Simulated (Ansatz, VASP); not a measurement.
# One calculation of NaH8ClO4, two programs

```
O H Na Cl
1.0
     5.47370    0.00000    0.00000
     0.00000    5.47370    0.00000
     0.00000    0.00000    5.47370
O H Na Cl
4 8 1 1
Direct
  0.33232 0.29625 0.46329
  0.52286 0.70695 0.26276
  0.29760 0.06307 0.94460
  0.96771 0.85749 0.53052
  0.41357 0.44817 0.40897
  0.25910 0.23366 0.31301
  0.38959 0.68491 0.14458
  0.67296 0.65292 0.17572
  0.20812 0.19882 0.86871
  0.17565 0.93151 0.95585
  0.98933 0.77735 0.37178
  0.99622 0.72770 0.65288
  0.56291 0.98030 0.59789
  0.00080 0.56209 0.00512
```

Alike in both runs: functional PBE; dispersion D3(BJ); k mesh 1 × 1 × 1; occupations fermi-dirac, width 0.02 eV; no spin polarisation.

Ansatz relaxed the structure, and its values are those at the end. VASP's run is a single point on that final structure, the one shown.

|  | VASP | Ansatz |
| --- | --- | --- |
| version | VASP 6.6.1 | Ansatz 0.2.0 |
| potentials or method | VASP PAW PBE potentials, release 64 (O, H, Na_sv, Cl), cutoff 840 eV | scalar-relativistic, plane waves, PAW |
| valence electrons in the cell | 48 | 48 |

|  | VASP | Ansatz | Ansatz less VASP |
| --- | --- | --- | --- |
| gap on the k mesh at the Fermi level (eV) | 4.73 | 4.73 | -0.004 |
| rms of the force components (eV/Å) | 0.057 | 0.073 | +0.0155 |
